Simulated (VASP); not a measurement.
**MgCd3S4: single point with PBE**

MgCd3S4:

```
Mg Cd S
1.0
     3.84419    0.00000    0.00000
     0.00000    3.84419    0.00000
     0.00000    0.00000   10.89387
Mg Cd S
1 3 4
Cartesian
  0.0000 0.0000 5.4469
  0.0000 0.0000 0.0000
  1.9221 1.9221 2.7521
  1.9221 1.9221 8.1418
  0.0000 0.0000 2.7908
  1.9221 1.9221 5.4469
  0.0000 0.0000 8.1031
  1.9221 1.9221 0.0000
```

* Program: VASP 6.6.1
* Task: single point
* Functional: PBE
* Potentials or basis: VASP PAW PBE potentials, release 64 (Mg, Cd, S)
* Cutoff: 520 eV
* k mesh: 10 × 10 × 4
* Occupations: gaussian, width 0.01 eV
* Spin: no spin polarisation

```json
{
  "Pressure": "0.3 GPa",
  "Largest force": "0.030 eV/Å",
  "Band gap on the k mesh": "0.25 eV, indirect (least direct gap 1.14 eV)"
}
```

Forces on the atoms (eV/Å):
```
Mg   0.000  0.000  0.000
Cd   0.000  0.000  0.000
Cd   0.000  0.000 -0.001
Cd   0.000  0.000  0.001
S    0.000  0.000  0.030
S    0.000  0.000  0.000
S    0.000  0.000 -0.030
S    0.000  0.000  0.000
```

Levels at points of the mesh, in eV from the valence-band top:
```tsv
k point	band 27	band 28	band 29	band 30	band 31	band 32	band 33	band 34	band 35	band 36
(0.00, 0.00, 0.00)	-1.40	-1.40	-0.72	-0.68	-0.68	0.46	1.23	3.13	3.67	5.06
(0.50, 0.00, 0.00)	-0.59	-0.17	-0.12	-0.04	0.00	3.54	3.56	4.52	4.56	5.57
(0.50, 0.50, 0.00)	-2.80	-2.18	-2.12	-2.12	-2.09	0.25	0.84	3.46	4.00	5.47
(0.00, 0.00, 0.50)	-1.66	-1.09	-1.09	-0.77	-0.77	1.00	1.54	2.47	3.29	5.08
(0.50, 0.00, 0.50)	-1.09	-0.93	-0.18	-0.10	-0.06	4.16	4.25	4.32	4.56	4.91
(0.50, 0.50, 0.50)	-2.62	-2.58	-2.44	-2.32	-2.32	1.42	1.60	1.70	3.03	5.82
```

Wall time 3.1 min on 1 thread of AMD EPYC 9R45 96-Core Processor (Zen 5) (shared host), peak memory 0.45 GiB.

A k mesh can miss the band edges.
